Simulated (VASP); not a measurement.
# InSb3 (Pm-3m) in VASP: notebook

InSb3 is run at these levels: PBEsol+D4, PBEsol; tasks: single point.

All numbers are computed with VASP 6.6.1; they aren't measurements. Logs are shortened: lines on timing, memory, paths and dates and some standing lists are left out, and cuts for length are marked.

## Step 1: The cell of the first run

Symmetry: Pm-3m, No. 221, cubic system. The conventional cell has a = 4.680 Å, b = 4.680 Å, c = 4.680 Å, α = 90.00°, β = 90.00°, γ = 90.00°. Within 4.4 Å of Sb (site symmetry 4/mmm) lie 8 Sb at 3.31 Å and 4 In at 3.31 Å. Within 4.4 Å of In (site symmetry m-3m) lie 12 Sb at 3.31 Å.

## Step 2: Single point, PBEsol+D4

Input file INCAR:

```
  ALGO = Normal
  EDIFF = 1E-6
  ENCUT = 520
  GGA = PS
  ISIF = 2
  ISMEAR = -1
  IVDW = 13
  LASPH = T
  LCHARG = F
  LREAL = F
  LWAVE = F
  NBANDS = 22
  NELM = 100
  PREC = Accurate
  SIGMA = 0.05
```

Input file KPOINTS:

```
k-points
0
Gamma
  6 6 6
```

Input file POSCAR:

```
InSb3
1.0
    4.6804091031      0.0000000000      0.0000000000
    0.0000000000      4.6804091031      0.0000000000
    0.0000000000      0.0000000000      4.6804091031
Sb In
3 1
Direct
    0.5000000000      0.5000000000      0.0000000000
    0.0000000000      0.5000000000      0.5000000000
    0.5000000000      0.0000000000      0.5000000000
    0.0000000000      0.0000000000      0.0000000000
```

Potentials or basis: VASP PAW PBE potentials, release 64 (Sb, In_d).

Started as:

```bash
$ cat potpaw_PBE.64/Sb/POTCAR potpaw_PBE.64/In_d/POTCAR > POTCAR
$ mpirun -np 1 vasp_std > vasp.out
```

OUTCAR:

```text
EDIFF = 1E-6
   ENCUT = 520
   GGA = PS
   ISIF = 2
   ISMEAR = -1
   IVDW = 13
   LASPH = T
   LREAL = F
   NELM = 100
   PREC = Accurate

 ion  position               nearest neighbor table
   1  0.500  0.500  0.000-   2 3.31   3 3.31   4 3.31   2 3.31   3 3.31   3 3.31   4 3.31   3 3.31
                             2 3.31   4 3.31   2 3.31   4 3.31
   2  0.000  0.500  0.500-   1 3.31   3 3.31   4 3.31   1 3.31   4 3.31   3 3.31   4 3.31   4 3.31
                             1 3.31   3 3.31   1 3.31   3 3.31
   3  0.500  0.000  0.500-   1 3.31   2 3.31   4 3.31   1 3.31   4 3.31   1 3.31   2 3.31   1 3.31
                             2 3.31   4 3.31   4 3.31   2 3.31
   4  0.000  0.000  0.000-   1 3.31   2 3.31   3 3.31   2 3.31   3 3.31   1 3.31   2 3.31   2 3.31
                             1 3.31   3 3.31   3 3.31   1 3.31

  LATTYP: Found a simple cubic cell.
 ALAT       =     4.6804091031

  Lattice vectors:

 A1 = (   4.6804091031,   0.0000000000,   0.0000000000)
 A2 = (   0.0000000000,   4.6804091031,   0.0000000000)
 A3 = (   0.0000000000,   0.0000000000,   4.6804091031)

Analysis of symmetry for initial positions (statically):
=====================================================================
 Subroutine PRICEL returns:
 Original cell was already a primitive cell.

 Routine SETGRP: Setting up the symmetry group for a
 simple cubic supercell.

 Subroutine GETGRP returns: Found 48 space group operations
 (whereof 48 operations were pure point group operations)
 out of a pool of 48 trial point group operations.

The static configuration has the point symmetry O_h .

Analysis of symmetry for dynamics (positions and initial velocities):
=====================================================================
 Subroutine PRICEL returns:
 Original cell was already a primitive cell.

 Routine SETGRP: Setting up the symmetry group for a
 simple cubic supercell.

 Subroutine GETGRP returns: Found 48 space group operations
 (whereof 48 operations were pure point group operations)
 out of a pool of 48 trial point group operations.

The dynamic configuration has the point symmetry O_h .

 Subroutine INISYM returns: Found 48 space group operations
 (whereof 48 operations are pure point group operations),
 and found     1 'primitive' translations

----------------------------------------------------------------------------------------

                                     Primitive cell

  volume of cell :     102.5301

[... 87 lines left out ...]
   EDIFF  = 0.1E-05   stopping-criterion for ELM
   LREAL  =      F    real-space projection
   EDIFFG = 0.1E-04   stopping-criterion for IOM
   NSW    =      0    number of steps for IOM
   IBRION =     -1    ionic relax: 0-MD 1-quasi-New 2-CG
   NFREE  =      0    steps in history (QN), initial steepest desc. (CG)
   ISIF   =      2    stress and relaxation
   ISYM   =      2    0-nonsym 1-usesym 2-fastsym
   POTIM  = 0.5000    time-step for ionic-motion
   TEBEG  =    0.0;   TEEND  =   0.0 temperature during run
   PSTRESS=    0.0 pullay stress
   NELECT =      28.0000    total number of electrons
   NUPDOWN=      -1.0000    fix difference up-down
   EMIN   =  10.00;   EMAX   =-10.00  energy-range for DOS
   EFERMI =   0.00;   METHOD = LEGACY
   ISMEAR =    -1;   SIGMA  =   0.05  broadening in eV -4-tet -1-fermi 0-gaus
   EFERMI_NEDOS =   21; number of points for ismear=-14 and -15
   IALGO  =     38    algorithm
   IMIX   =      4    mixing-type and parameters
     AMIX     =   0.40;   BMIX     =  1.00
     AMIX_MAG =   1.60;   BMIX_MAG =  1.00
  volume/ion in A,a.u.               =      25.63       172.98
  Fermi-wavevector in a.u.,A,eV,Ry     =   1.062128  2.007132 15.348960  1.128117
  Thomas-Fermi vector in A             =   2.197568
   LORBIT       =      0    0 simple, 1 ext, 2 COOP (PROOUT), +10 PAW based schemes
   GGA     = PS    functional components
   LHFCALC =     F    Hartree Fock is set to
   AEXX    =    0.0000 exact exchange contribution
   IVDW    =    13    specifies the selected vdW correction
   LEPSILON=     F    determine dielectric tensor
   LRPA    =     F    only Hartree local field effects (RPA)
 non-spin polarized calculation
  energy-cutoff  :      520.00
  volume of cell :      102.53
 maximum number of plane-waves:      2800
 NGX is ok and might be reduce to    36
   NGX = 17   NGY = 17   NGZ = 17

 number of electron      27.9999994 magnetization

 Free energy of the ion-electron system (eV)
  ---------------------------------------------------
  ext. energy  EPLUGINS =         0.00000000
  ---------------------------------------------------
  free energy    TOTEN  =       -16.04940644 eV

  energy without entropy =      -16.02747399  energy(sigma->0) =      -16.03844021

 E-fermi :   8.6644     XC(G=0): -10.5329

 val. band max:        8.6589961582   @ k =   0.5000   0.3333   0.0000
 cond. band min:       8.6657993544   @ k =   0.1667   0.1667   0.1667
 fundamental gap:      0.0068031962
 Fermi energy:         8.6644489701

 k-point     1 :       0.0000    0.0000    0.0000
  band No.  band energies     occupation
      1      -5.8116      2.00000
      2      -5.8116      2.00000
      3      -5.7868      2.00000
      4      -5.7868      2.00000
      5      -5.7868      2.00000
      6      -4.0793      2.00000
[... 489 lines left out ...]
     21      15.4928      0.00000
     22      17.5108      0.00000

------------------------ aborting loop because EDIFF is reached ----------------------------------------

  DFT-D4 for vdW energy calculation

  Edisp (eV):   -1.23198

  FORCE on cell =-STRESS in cart. coord.  units (eV):
  Direction    XX          YY          ZZ          XY          YZ          ZX
  --------------------------------------------------------------------------------------
  -------------------------------------------------------------------------------------
  Total       0.00117     0.00117     0.00117    -0.00000     0.00000     0.00000
  in kB       0.01824     0.01824     0.01824    -0.00000     0.00000     0.00000
  external pressure =        0.02 kB  Pullay stress =        0.00 kB

 VOLUME and BASIS-vectors are now :
 -----------------------------------------------------------------------------
  energy-cutoff  :      520.00
  volume of cell :      102.53
      direct lattice vectors                 reciprocal lattice vectors
     4.680409103  0.000000000  0.000000000     0.213656537  0.000000000  0.000000000
     0.000000000  4.680409103  0.000000000     0.000000000  0.213656537  0.000000000
     0.000000000  0.000000000  4.680409103     0.000000000  0.000000000  0.213656537

 POSITION                                       TOTAL-FORCE (eV/Angst)
 -----------------------------------------------------------------------------------
      2.34020      2.34020      0.00000         0.000000      0.000000      0.000000
      0.00000      2.34020      2.34020         0.000000      0.000000      0.000000
      2.34020      0.00000      2.34020         0.000000      0.000000      0.000000
      0.00000      0.00000      0.00000         0.000000      0.000000      0.000000
 -----------------------------------------------------------------------------------
    total drift:                                0.000000     -0.000000     -0.000000

  FREE ENERGIE OF THE ION-ELECTRON SYSTEM (eV)
  ---------------------------------------------------
  free  energy   TOTEN  =       -17.2813900216 eV

  energy  without entropy=      -17.2594575761  energy(sigma->0) =      -17.27042380
```

OSZICAR:

```text
N       E                     dE             d eps       ncg     rms          rms(c)
DAV:   1     0.189347699684E+03    0.18935E+03   -0.11120E+04   880   0.120E+03
DAV:   2     0.168751111447E+00   -0.18918E+03   -0.18190E+03   976   0.298E+02
DAV:   3    -0.155782283512E+02   -0.15747E+02   -0.15209E+02  1096   0.882E+01
DAV:   4    -0.160797141884E+02   -0.50149E+00   -0.50028E+00  1026   0.163E+01
DAV:   5    -0.161032905711E+02   -0.23576E-01   -0.23573E-01  1314   0.373E+00    0.388E+00
DAV:   6    -0.160629667979E+02    0.40324E-01   -0.67094E-02  1094   0.365E+00    0.216E+00
DAV:   7    -0.160501058924E+02    0.12861E-01   -0.28281E-02  1162   0.189E+00    0.246E-01
DAV:   8    -0.160494193319E+02    0.68656E-03   -0.26421E-03  1056   0.668E-01    0.559E-02
DAV:   9    -0.160494064216E+02    0.12910E-04   -0.12677E-04  1076   0.874E-02    0.174E-02
DAV:  10    -0.160494064370E+02   -0.15375E-07   -0.76996E-06  1232   0.194E-02
   1 F= -.17281390E+02 E0= -.17270424E+02  d E =-.219324E-01
```

It took 43 s on 1 thread of Intel Xeon 8259CL, shared host; peak memory 0.22 GiB.

Results:

```yaml
Free_energy: -17.2814 eV
Pressure: 0.0 GPa
Band_gap_on_the_k_mesh: zero (bands 14 and 15 overlap by 5.11 eV)
Dispersion_energy_per_atom: -0.308 eV
```

Caveat: the PAW data sets were made with another functional, which shifts forces and pressure a little; spin-orbit coupling is left out, which moves the levels of the heavy elements.

## Step 3: Single point, PBEsol

This run uses another cell than the first one, of 26.39 Å³/atom.

Input file INCAR:

```
SYSTEM = InSb3
  PREC = Accurate
  ENCUT = 520
  EDIFF = 1E-7
  ISMEAR = -1
  SIGMA = 0.05
  LREAL = .False.
  LASPH = .True.
  NELM = 60
  ALGO = Normal
  ISIF = 2
  LWAVE = .False.
  LCHARG = .False.
  GGA = PS
  NBANDS = 22
```

Input file KPOINTS:

```
Automatic mesh
0
Gamma
  6 6 6
  0 0 0
```

Input file POSCAR:

```
InSb3
1.0
    4.7261118019      0.0000000000      0.0000000000
    0.0000000000      4.7261118019      0.0000000000
    0.0000000000      0.0000000000      4.7261118019
Sb In
3 1
Direct
    0.5000000000      0.5000000000      0.0000000000
    0.0000000000      0.5000000000      0.5000000000
    0.5000000000      0.0000000000      0.5000000000
    0.0000000000      0.0000000000      0.0000000000
```

Potentials or basis: VASP PAW PBE potentials, release 64 (Sb, In_d).

Started as:

```bash
$ cat potpaw_PBE.64/Sb/POTCAR potpaw_PBE.64/In_d/POTCAR > POTCAR
$ mpirun -np 1 vasp_std > vasp.out
```

Wall time 48 s (1 thread of Intel Xeon 8259CL, shared host); peak memory 0.22 GiB.

It converged, with:

* Free energy: -16.0670 eV
* Pressure: 0.0 GPa
* Band gap on the k mesh: zero (bands 14 and 15 overlap by 4.93 eV)

Levels at points of the mesh, in eV from the Fermi level:
| k point | band 12 | band 13 | band 14 | band 15 | band 16 | band 17 |
| --- | --- | --- | --- | --- | --- | --- |
| (0.00, 0.00, 0.00) | -3.60 | 0.48 | 0.48 | 0.48 | 1.80 | 1.80 |
| (0.50, 0.00, 0.00) | -2.24 | -2.24 | -1.20 | -0.93 | 2.26 | 2.31 |
| (0.50, 0.50, 0.00) | -1.66 | -1.42 | -1.16 | -1.16 | -0.38 | 0.97 |
| (0.50, 0.50, 0.50) | -5.26 | -4.92 | 3.77 | 3.77 | 3.83 | 3.83 |

Caveat: the PAW data sets were made with another functional, which shifts forces and pressure a little; spin-orbit coupling is left out, which moves the levels of the heavy elements.
